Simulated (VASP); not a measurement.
# V: single point with revPBE

Crystal: V.

```xyz
2
Lattice="2.5597 0.0000 0.0000 -1.2798 2.2167 0.0000 0.0000 0.0000 4.5758" Properties=species:S:1:pos:R:3 pbc="T T T"
V     0.0000    1.4778    1.1440
V     1.2798    0.7389    3.4319
```

This cell differs from its parent crystal: volume scaled by 0.92.

```yaml
Program: VASP 6.6.1
Task: single point
Functional: revPBE
Potentials_or_basis: VASP PAW PBE potentials, release 64 (V_sv)
Cutoff: 520 eV
k_mesh: 15 × 15 × 8
Occupations: fermi-dirac, width 0.1 eV
Spin: no spin polarisation
```

The pressure is 16.5 GPa and the band gap on the k mesh is zero (band 13 reaches 12.35 eV, above the bottom of band 14 at 10.02 eV).

Stress tensor (GPa, compression positive):
```
16.43  0.00  0.00
 0.00 16.43  0.00
 0.00  0.00 16.52
```

Levels at points of the mesh, in eV from the Fermi level:
| k point | band 10 | band 11 | band 12 | band 13 | band 14 | band 15 | band 16 | band 17 |
| --- | --- | --- | --- | --- | --- | --- | --- | --- |
| (0.00, 0.00, 0.00) | -3.60 | -0.56 | -0.02 | 0.31 | 0.31 | 0.68 | 0.68 | 1.90 |
| (0.00, 0.00, 0.50) | -5.14 | -1.05 | -1.05 | 0.35 | 0.35 | 0.35 | 0.35 | 2.69 |

Wall time 77 s on 1 thread of AMD EPYC 7R43 64-Core Processor (Zen 3), with other jobs on the host, peak memory 0.14 GiB.

Caveat: the PAW data sets were made with another functional, which shifts forces and pressure a little.
